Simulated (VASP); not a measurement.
## Al: single point with LDA

Crystal: Al.

```
Al
1.0
     0.00000    1.92846    1.92846
     1.92846    0.00000    1.92846
     1.92846    1.92846    0.00000
Al
1
Direct
  0.00000 0.00000 0.00000
```

* Program: VASP 6.6.1
* Task: single point
* Functional: LDA
* Potentials or basis: VASP PAW LDA potentials, release 64 (Al)
* Cutoff: 520 eV
* k mesh: 24 × 24 × 24
* Occupations: fermi-dirac, width 0.05 eV
* Spin: no spin polarisation

```yaml
Pressure: 10.2 GPa
```

Levels at points of the mesh, in eV from the Fermi level:
```
           k point  band 1  band 2  band 3  band 4  band 5  band 6
(0.00, 0.00, 0.00)  -12.12   13.34   13.34   13.34   15.80   15.80
(0.50, 0.00, 0.00)   -5.14   -4.61   12.07   12.07   12.79   12.79
(0.50, 0.50, 0.00)   -3.26   -1.68    5.29    6.21    6.21   10.37
```

It took 12 s on 1 thread of Intel(R) Xeon(R) 6975P-C (Granite Rapids), with other jobs on the host, peak memory 0.14 GiB.
